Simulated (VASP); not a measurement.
# Mg3SnO4 in VASP: further runs

Mg3SnO4 is run at these levels: PBE; tasks: single point, relaxation of cell and atoms.

Everything below comes from runs of VASP 6.6.1. Logs are shortened: lines on timing, memory, paths and dates and some standing lists are left out, and cuts for length are marked.

### 1 The cell of the first run

The structure is tetragonal, space group P4/nmm (No. 129). The conventional cell has a = 3.110 Å, b = 3.110 Å, c = 19.231 Å, α = 90.00°, β = 90.00°, γ = 90.00°. Mg (site symmetry 4mm) has 6 O at 2.09 to 2.20 Å within 2.8 Å. Mg (site symmetry 4mm) has 6 O at 2.01 to 2.20 Å within 2.7 Å. Within 2.8 Å of Mg (site symmetry 4mm) lie 6 O at 2.08 to 2.20 Å. Sn (site symmetry 4mm) has 5 O at 2.30 to 2.64 Å and 4 Sn at 3.11 Å within 3.2 Å. O (site symmetry 4mm) has 6 Mg at 2.08 to 2.20 Å within 2.8 Å. O (site symmetry 4mm) has 5 Mg at 2.11 to 2.20 Å and 1 Sn at 2.64 Å within 2.8 Å. O (site symmetry 4mm) has 1 Mg at 2.01 Å and 4 Sn at 2.30 Å within 2.7 Å. Within 2.7 Å of O (site symmetry 4mm) lie 6 Mg at 2.07 to 2.20 Å.

### 2 Single point, PBE

INCAR reads:

```
SYSTEM = Mg3SnO4
PREC = Accurate
ENCUT = 520
EDIFF = 1E-6
ISMEAR = 0
SIGMA = 0.15
LREAL = Auto
LASPH = .TRUE.
NELM = 60
ALGO = Normal
ISIF = 2
LWAVE = .FALSE.
LCHARG = .FALSE.
GGA = PE
NBANDS = 58
```

KPOINTS reads:

```
Automatic mesh
0
G
  4 4 1
  0 0 0
```

POSCAR reads:

```
Mg3SnO4
1.0
    3.1096252632      0.0000000000      0.0000000000
    0.0000000000      3.1096252632      0.0000000000
    0.0000000000      0.0000000000     19.2306440935
Mg Sn O
6 2 8
Direct
    0.5000000000      0.0000000000      0.1628315832
    0.5000000000      0.0000000000      0.7299868125
    0.5000000000      0.0000000000      0.9458738849
    0.0000000000      0.5000000000      0.8371684168
    0.0000000000      0.5000000000      0.2700131875
    0.0000000000      0.5000000000      0.0541261151
    0.5000000000      0.0000000000      0.4097394581
    0.0000000000      0.5000000000      0.5902605419
    0.5000000000      0.0000000000      0.0542774965
    0.5000000000      0.0000000000      0.2725708663
    0.5000000000      0.0000000000      0.6257248578
    0.5000000000      0.0000000000      0.8376989574
    0.0000000000      0.5000000000      0.9457225035
    0.0000000000      0.5000000000      0.3742751422
    0.0000000000      0.5000000000      0.1623010426
    0.0000000000      0.5000000000      0.7274291337
```

Potentials or basis: VASP PAW PBE potentials, release 64 (Mg, Sn_d, O).

Run with:

```bash
> cat potpaw_PBE.64/Mg/POTCAR potpaw_PBE.64/Sn_d/POTCAR potpaw_PBE.64/O/POTCAR > POTCAR
> mpirun -np 1 vasp_std > vasp.out
```

OUTCAR:

```text
SYSTEM = Mg3SnO4
   PREC = Accurate
   ENCUT = 520
   EDIFF = 1E-6
   ISMEAR = 0
   LREAL = Auto
   LASPH = .TRUE.
   NELM = 60
   ISIF = 2
   GGA = PE

 ion  position               nearest neighbor table
   1  0.500  0.000  0.163-   9 2.09  10 2.11  15 2.20  15 2.20  15 2.20  15 2.20   5 3.01   5 3.01
                             5 3.01   5 3.01   6 3.03   6 3.03   6 3.03   6 3.03
   2  0.500  0.000  0.730-  11 2.01  12 2.07  16 2.20  16 2.20  16 2.20  16 2.20   4 3.01   4 3.01
                             4 3.01   4 3.01   8 3.47   8 3.47   8 3.47   8 3.47
   3  0.500  0.000  0.946-  12 2.08   9 2.08  13 2.20  13 2.20  13 2.20  13 2.20   6 3.03   6 3.03
                             6 3.03   6 3.03   4 3.03   4 3.03   4 3.03   4 3.03
   4  0.000  0.500  0.837-  13 2.09  16 2.11  12 2.20  12 2.20  12 2.20  12 2.20   2 3.01   2 3.01
                             2 3.01   2 3.01   3 3.03   3 3.03   3 3.03   3 3.03
   5  0.000  0.500  0.270-  14 2.01  15 2.07  10 2.20  10 2.20  10 2.20  10 2.20   1 3.01   1 3.01
                             1 3.01   1 3.01   7 3.47   7 3.47   7 3.47   7 3.47
   6  0.000  0.500  0.054-  15 2.08  13 2.08   9 2.20   9 2.20   9 2.20   9 2.20   3 3.03   3 3.03
                             3 3.03   3 3.03   1 3.03   1 3.03   1 3.03   1 3.03
   7  0.500  0.000  0.410-  14 2.30  14 2.30  14 2.30  14 2.30  10 2.64   5 3.47   5 3.47   5 3.47
                             5 3.47
   8  0.000  0.500  0.590-  11 2.30  11 2.30  11 2.30  11 2.30  16 2.64   2 3.47   2 3.47   2 3.47
                             2 3.47
   9  0.500  0.000  0.054-   3 2.08   1 2.09   6 2.20   6 2.20   6 2.20   6 2.20
  10  0.500  0.000  0.273-   1 2.11   5 2.20   5 2.20   5 2.20   5 2.20   7 2.64
  11  0.500  0.000  0.626-   2 2.01   8 2.30   8 2.30   8 2.30   8 2.30
  12  0.500  0.000  0.838-   2 2.07   3 2.08   4 2.20   4 2.20   4 2.20   4 2.20
  13  0.000  0.500  0.946-   6 2.08   4 2.09   3 2.20   3 2.20   3 2.20   3 2.20
  14  0.000  0.500  0.374-   5 2.01   7 2.30   7 2.30   7 2.30   7 2.30
  15  0.000  0.500  0.162-   5 2.07   6 2.08   1 2.20   1 2.20   1 2.20   1 2.20
  16  0.000  0.500  0.727-   4 2.11   2 2.20   2 2.20   2 2.20   2 2.20   8 2.64

  LATTYP: Found a simple tetragonal cell.
 ALAT       =     3.1096252632
 C/A-ratio  =     6.1842320106

  Lattice vectors:

 A1 = (   3.1096252632,   0.0000000000,   0.0000000000)
 A2 = (   0.0000000000,   3.1096252632,   0.0000000000)
 A3 = (   0.0000000000,   0.0000000000,  19.2306440935)

Analysis of symmetry for initial positions (statically):
=====================================================================
 Subroutine PRICEL returns:
 Original cell was already a primitive cell.

 Routine SETGRP: Setting up the symmetry group for a
 simple tetragonal supercell.

 Subroutine GETGRP returns: Found 16 space group operations
 (whereof  8 operations were pure point group operations)
 out of a pool of 16 trial point group operations.

The static configuration has the point symmetry D_2d.
 The point group associated with its full space group is D_4h.

Analysis of symmetry for dynamics (positions and initial velocities):
=====================================================================
 Subroutine PRICEL returns:
 Original cell was already a primitive cell.

 Routine SETGRP: Setting up the symmetry group for a
 simple tetragonal supercell.

 Subroutine GETGRP returns: Found 16 space group operations
 (whereof  8 operations were pure point group operations)
 out of a pool of 16 trial point group operations.

The dynamic configuration has the point symmetry D_2d.
 The point group associated with its full space group is D_4h.

 Subroutine INISYM returns: Found 16 space group operations
 (whereof  8 operations are pure point group operations),
 and found     1 'primitive' translations

----------------------------------------------------------------------------------------

                                     Primitive cell

  volume of cell :     185.9559

  direct lattice vectors                    reciprocal lattice vectors
     3.109625263  0.000000000  0.000000000     0.321582157  0.000000000  0.000000000
     0.000000000  3.109625263  0.000000000     0.000000000  0.321582157  0.000000000
     0.000000000  0.000000000 19.230644094     0.000000000  0.000000000  0.052000338

  length of vectors
     3.109625263  3.109625263 19.230644094     0.321582157  0.321582157  0.052000338

  position of ions in fractional coordinates (direct lattice)
     0.500000000  0.000000000  0.162831583
     0.500000000  0.000000000  0.729986813
     0.500000000  0.000000000  0.945873885
     0.000000000  0.500000000  0.837168417
     0.000000000  0.500000000  0.270013187
     0.000000000  0.500000000  0.054126115
[... 8 lines left out ...]
     0.000000000  0.500000000  0.162301043
     0.000000000  0.500000000  0.727429134

  ion indices of the primitive-cell ions
   primitive index   ion index
                 1           1
                 2           2
                 3           3
                 4           4
                 5           5
                 6           6
[... 8 lines left out ...]
                15          15
                16          16

----------------------------------------------------------------------------------------

 KPOINTS: Automatic mesh

Automatic generation of k-mesh.
 Grid dimensions read from file:
 generate k-points for:    4    4    1

 Generating k-lattice:

  Cartesian coordinates                     Fractional coordinates (reciprocal lattice)
     0.080395539  0.000000000  0.000000000     0.250000000  0.000000000  0.000000000
     0.000000000  0.080395539  0.000000000     0.000000000  0.250000000  0.000000000
     0.000000000  0.000000000  0.052000338     0.000000000  0.000000000  1.000000000

  Length of vectors
     0.080395539  0.080395539  0.052000338

  Shift w.r.t. Gamma in fractional coordinates (k-lattice)
     0.000000000  0.000000000  0.000000000

 Subroutine IBZKPT returns following result:
 ===========================================

 Found      6 irreducible k-points:

 Following reciprocal coordinates:
            Coordinates               Weight
  0.000000  0.000000  0.000000      1.000000
  0.250000  0.000000  0.000000      4.000000
  0.500000  0.000000  0.000000      2.000000
  0.250000  0.250000  0.000000      4.000000
  0.500000  0.250000  0.000000      4.000000
  0.500000  0.500000  0.000000      1.000000
   k-points           NKPTS =      6   k-points in BZ     NKDIM =      6   number of bands    NBANDS=     58
   number of dos      NEDOS =    301   number of ions     NIONS =     16
   total plane-waves  NPLWV =  82944
   dimension x,y,z NGX =    24 NGY =   24 NGZ =  144
   dimension x,y,z NGXF=    48 NGYF=   48 NGZF=  288
   ions per type =               6   2   8
   NGX,Y,Z   is equivalent  to a cutoff of  12.83, 12.83, 12.45 a.u.
   NGXF,Y,Z  is equivalent  to a cutoff of  25.66, 25.66, 24.90 a.u.
 SYSTEM =  Mg3SnO4
   PREC   = accura    normal or accurate (medium, high low for compatibility)
   ISTART =      0    job   : 0-new  1-cont  2-samecut
   ICHARG =      2    charge: 1-file 2-atom 10-const
   ISPIN  =      1    spin polarized calculation?
   LNONCOLLINEAR =      F non collinear calculations
   LSORBIT =      F    spin-orbit coupling
   LASPH  =      T    aspherical Exc in radial PAW
   ENCUT  =  520.0 eV  38.22 Ry    6.18 a.u.   5.78  5.78 35.76*2*pi/ulx,y,z
   NELM   =     60;   NELMIN=  2; NELMDL= -5     # of ELM steps
   EDIFF  = 0.1E-05   stopping-criterion for ELM
   LREAL  =      T    real-space projection
   EDIFFG = 0.1E-04   stopping-criterion for IOM
   NSW    =      0    number of steps for IOM
   IBRION =     -1    ionic relax: 0-MD 1-quasi-New 2-CG
   NFREE  =      0    steps in history (QN), initial steepest desc. (CG)
   ISIF   =      2    stress and relaxation
   ISYM   =      2    0-nonsym 1-usesym 2-fastsym
   POTIM  = 0.5000    time-step for ionic-motion
   TEBEG  =    0.0;   TEEND  =   0.0 temperature during run
   PSTRESS=    0.0 pullay stress
   NELECT =      88.0000    total number of electrons
   NUPDOWN=      -1.0000    fix difference up-down
   EMIN   =  10.00;   EMAX   =-10.00  energy-range for DOS
   EFERMI =   0.00;   METHOD = LEGACY
   ISMEAR =     0;   SIGMA  =   0.15  broadening in eV -4-tet -1-fermi 0-gaus
   EFERMI_NEDOS =   21; number of points for ismear=-14 and -15
   IALGO  =     38    algorithm
   IMIX   =      4    mixing-type and parameters
     AMIX     =   0.40;   BMIX     =  1.00
     AMIX_MAG =   1.60;   BMIX_MAG =  1.00
  volume/ion in A,a.u.               =      11.62        78.43
  Fermi-wavevector in a.u.,A,eV,Ry     =   1.275750  2.410819 22.144016  1.627539
  Thomas-Fermi vector in A             =   2.408445
   LORBIT       =      0    0 simple, 1 ext, 2 COOP (PROOUT), +10 PAW based schemes
   GGA     = PE    functional components
   LHFCALC =     F    Hartree Fock is set to
   AEXX    =    0.0000 exact exchange contribution
   IVDW    =     0    specifies the selected vdW correction
   LEPSILON=     F    determine dielectric tensor
   LRPA    =     F    only Hartree local field effects (RPA)
 non-spin polarized calculation
 Gauss-broadening in eV      SIGMA  =   0.15
  energy-cutoff  :      520.00
  volume of cell :      185.96
 maximum number of plane-waves:      5040
 NGX is ok and might be reduce to    24
   NGX = 11   NGY = 11   NGZ = 71

 number of electron      88.0000027 magnetization

 Free energy of the ion-electron system (eV)
  ---------------------------------------------------
  ext. energy  EPLUGINS =         0.00000000
  ---------------------------------------------------
  free energy    TOTEN  =       -92.29499563 eV

  energy without entropy =      -92.29499559  energy(sigma->0) =      -92.29499561

 E-fermi :   5.3372     XC(G=0): -10.7196

 val. band max:        4.7771566228   @ k =   0.2500   0.2500   0.0000
 cond. band min:       5.8696072117   @ k =   0.0000   0.0000   0.0000
 fundamental gap:      1.0924505889
 Fermi energy:         5.3371647047

 k-point     1 :       0.0000    0.0000    0.0000
  band No.  band energies     occupation
      1     -16.3133      2.00000
      2     -16.3110      2.00000
      3     -16.2724      2.00000
      4     -16.2702      2.00000
      5     -15.9646      2.00000
      6     -15.9646      2.00000
[... 343 lines left out ...]
     55      13.8260      0.00000
     56      13.8260      0.00000
 [bands above 56 left out]

------------------------ aborting loop because EDIFF is reached ----------------------------------------

  FORCE on cell =-STRESS in cart. coord.  units (eV):
  Direction    XX          YY          ZZ          XY          YZ          ZX
  --------------------------------------------------------------------------------------
  -------------------------------------------------------------------------------------
  Total       -0.7982480     -0.7982480     -0.8797154      0.0000000      0.0000000      0.0000000
  in kB       -6.8776249     -6.8776249     -7.5795398      0.0000000      0.0000000      0.0000000
  external PRESSURE =      -7.1115965 kB  Pullay stress =       0.0000000 kB

 VOLUME and BASIS-vectors are now :
 -----------------------------------------------------------------------------
  energy-cutoff  :      520.00
  volume of cell :      185.96
      direct lattice vectors                 reciprocal lattice vectors
     3.109625263  0.000000000  0.000000000     0.321582157  0.000000000  0.000000000
     0.000000000  3.109625263  0.000000000     0.000000000  0.321582157  0.000000000
     0.000000000  0.000000000 19.230644094     0.000000000  0.000000000  0.052000338

 POSITION                                       TOTAL-FORCE (eV/Angst)
 -----------------------------------------------------------------------------------
      1.55481      0.00000      3.13136        -0.000000      0.000000     -0.005875
      1.55481      0.00000     14.03812        -0.000000      0.000000     -0.005239
      1.55481      0.00000     18.18976        -0.000000      0.000000      0.001518
      0.00000      1.55481     16.09929        -0.000000     -0.000000      0.005875
      0.00000      1.55481      5.19253         0.000000      0.000000      0.005239
      0.00000      1.55481      1.04088        -0.000000     -0.000000     -0.001518
[... 8 lines left out ...]
      0.00000      1.55481      3.12115        -0.000000      0.000000      0.017227
      0.00000      1.55481     13.98893         0.000000      0.000000      0.007765
 -----------------------------------------------------------------------------------
    total drift:                                0.000000      0.000000      0.000000

  FREE ENERGIE OF THE ION-ELECTRON SYSTEM (eV)
  ---------------------------------------------------
  free  energy   TOTEN  =       -92.2949956309 eV

  energy  without entropy=      -92.2949955943  energy(sigma->0) =      -92.29499561
```

Run time: 60 s. Hardware: 1 thread of AMD EPYC 9R45 (Zen 5), shared host; peak memory 0.25 GiB.

What came out:

* Free energy: -92.2950 eV
* Pressure: -0.7 GPa
* Largest force: 0.085 eV/Å
* Band gap on the k mesh: 1.09 eV (least direct gap 1.67 eV)

Forces in eV/Å, atoms in the order of the input:
```
Mg   0.000  0.000 -0.006
Mg   0.000  0.000 -0.005
Mg   0.000  0.000  0.002
Mg   0.000  0.000  0.006
Mg   0.000  0.000  0.005
Mg   0.000  0.000 -0.002
Sn   0.000  0.000  0.068
Sn   0.000  0.000 -0.068
O    0.000  0.000 -0.013
O    0.000  0.000 -0.008
O    0.000  0.000  0.085
O    0.000  0.000 -0.017
O    0.000  0.000  0.013
O    0.000  0.000 -0.085
O    0.000  0.000  0.017
O    0.000  0.000  0.008
```

Caveat: the k points lie up to 0.51 Å⁻¹ apart; spin-orbit coupling is left out, which moves the levels of the heavy elements; an odd mesh through Γ misses points on the zone boundary, where band edges can lie.

### 3 Single point, PBE

INCAR reads:

```
SYSTEM = Mg3SnO4
PREC     = Accurate       ! precision mode
ENCUT    = 520            ! plane-wave cutoff, eV
EDIFF    = 1E-6           ! SCF threshold, eV
ISMEAR   = 0              ! smearing method
SIGMA    = 0.1            ! smearing width, eV
LREAL    = Auto         
LASPH    = .True.         ! aspherical terms in the spheres
NELM     = 100            ! most SCF steps
ALGO     = Normal         ! electronic algorithm
ISIF     = 2              ! what is computed and relaxed
LWAVE    = .False.        ! write WAVECAR
LCHARG   = .True.         ! write CHGCAR
GGA      = PE             ! functional
LELF     = .True.         ! ELF
LVHAR    = .True.       
NBANDS   = 58             ! bands
```

KPOINTS reads:

```
Automatic mesh
0
Gamma
  4 4 1
  0 0 0
```

POSCAR reads:

```
Mg3SnO4
1.0
    3.1044857522      0.0000000000      0.0000000000
    0.0000000000      3.1044857522      0.0000000000
    0.0000000000      0.0000000000     19.2660891562
Mg Sn O
6 2 8
Direct
    0.5000000000      0.0000000000      0.1626112390
    0.5000000000      0.0000000000      0.7303687509
    0.5000000000      0.0000000000      0.9459598399
    1.0000000000      0.5000000000      0.8373887610
    0.0000000000      0.5000000000      0.2696312491
    1.0000000000      0.5000000000      0.0540401601
    0.5000000000      0.0000000000      0.4094965083
    0.0000000000      0.5000000000      0.5905034917
    0.5000000000      0.0000000000      0.0541724446
    0.5000000000      0.0000000000      0.2722171272
    0.5000000000      0.0000000000      0.6263178710
    0.5000000000      0.0000000000      0.8379049736
    1.0000000000      0.5000000000      0.9458275554
    0.0000000000      0.5000000000      0.3736821290
    0.0000000000      0.5000000000      0.1620950264
    0.0000000000      0.5000000000      0.7277828728
```

Potentials or basis: VASP PAW PBE potentials, release 64 (Mg, Sn_d, O).

Run with:

```bash
> cat potpaw_PBE.64/Mg/POTCAR potpaw_PBE.64/Sn_d/POTCAR potpaw_PBE.64/O/POTCAR > POTCAR
> mpirun -np 1 vasp_std > vasp.out
```

Wall time 60 s (1 thread of AMD EPYC 9R45 (Zen 5), shared host); peak memory 0.25 GiB.

Results (log left out):

```
Free energy            : -92.2961 eV
Pressure               : -0.5 GPa
Largest force          : 0.060 eV/Å
Band gap on the k mesh : 1.10 eV (least direct gap 1.64 eV)
```

Forces in eV/Å, atoms in the order of the input:
```
Mg   0.000  0.000 -0.004
Mg   0.000  0.000 -0.005
Mg   0.000  0.000 -0.002
Mg   0.000  0.000  0.004
Mg   0.000  0.000  0.005
Mg   0.000  0.000  0.002
Sn   0.000  0.000  0.060
Sn   0.000  0.000 -0.060
O    0.000  0.000 -0.001
O    0.000  0.000 -0.017
O    0.000  0.000  0.053
O    0.000  0.000 -0.009
O    0.000  0.000  0.001
O    0.000  0.000 -0.053
O    0.000  0.000  0.009
O    0.000  0.000  0.017
```

Stress tensor (GPa, compression positive):
```
-0.40  0.00  0.00
 0.00 -0.40  0.00
 0.00  0.00 -0.66
```

Levels at points of the mesh, in eV from the valence-band top:
```tsv
k point	band 40	band 41	band 42	band 43	band 44	band 45	band 46	band 47	band 48	band 49
(0.00, 0.00, 0.00)	-1.00	-1.00	-0.91	-0.91	-0.54	1.10	3.64	3.80	4.99	5.94
(0.50, 0.00, 0.00)	-1.57	-1.21	-1.21	-0.57	-0.57	2.19	2.19	5.49	5.49	6.70
(0.50, 0.50, 0.00)	-2.41	-2.09	-2.09	-1.15	-1.15	3.37	3.37	4.68	4.68	5.10
```

Caveat: the k points lie up to 0.51 Å⁻¹ apart; spin-orbit coupling is left out, which moves the levels of the heavy elements; an odd mesh through Γ misses points on the zone boundary, where band edges can lie.

(Continued in part 2 of 2.)
